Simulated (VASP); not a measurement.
Input of a VASP 6.6.1 run:

The input POSCAR:

```
C
1.0
    2.4553979485      0.0000000000      0.0000000000
   -1.2276989742      2.1264369998      0.0000000000
    0.0000000000      0.0000000000      6.6643944312
C
4
Direct
    0.0000000000      0.0000000000      0.2500000000
    0.0000000000      0.0000000000      0.7500000000
    0.3333333333      0.6666666667      0.2500000000
    0.6666666667      0.3333333333      0.7500000000
```

File INCAR.step1:

```
PREC = Accurate ; ENCUT = 660
ISMEAR = -1 ; SIGMA = 0.02
LREAL = F ; LASPH = T
NELM = 120 ; NBANDS = 16
GGA = PE ; ALGO = Normal
EDIFF = 1E-5 ; LWAVE = T
LCHARG = F ; GGA_COMPAT = F
```

File INCAR.step2:

```
PREC = Accurate ; ENCUT = 660
EDIFF = 1E-6 ; ISMEAR = -1
SIGMA = 0.02 ; LREAL = F
LASPH = T ; NELM = 120
ALGO = Normal ; ISIF = 2
LWAVE = F ; LCHARG = F
METAGGA = R2SCAN ; LMIXTAU = T
LUSE_VDW = T ; IVDW_NL = 2
BPARAM = 11.95 ; CPARAM = 0.0093
NBANDS = 16 ; ISTART = 1
GGA_COMPAT = F
```

KPOINTS

```
regular mesh
0
Gamma
  12 12 4
```

Potentials or basis: VASP PAW PBE potentials, release 64 (C).

Launch:

```sh
$ cat potpaw_PBE.64/C/POTCAR > POTCAR
$ cp INCAR.step1 INCAR
$ mpirun -np 1 vasp_std > vasp.out
$ cp INCAR.step2 INCAR
$ mpirun -np 1 vasp_std > vasp.out
```

Task: Predict the band gap on the k mesh.

Result: Zero (bands 8 and 9 overlap by 0.03 eV).

Task: What does it give for the pressure?

Result: 0.1 GPa.

Stress tensor (GPa, compression positive):
```
 0.37  0.00  0.00
 0.00  0.37  0.00
 0.00  0.00 -0.58
```

Caveat: the PAW data sets were made with another functional, which shifts forces and pressure a little.
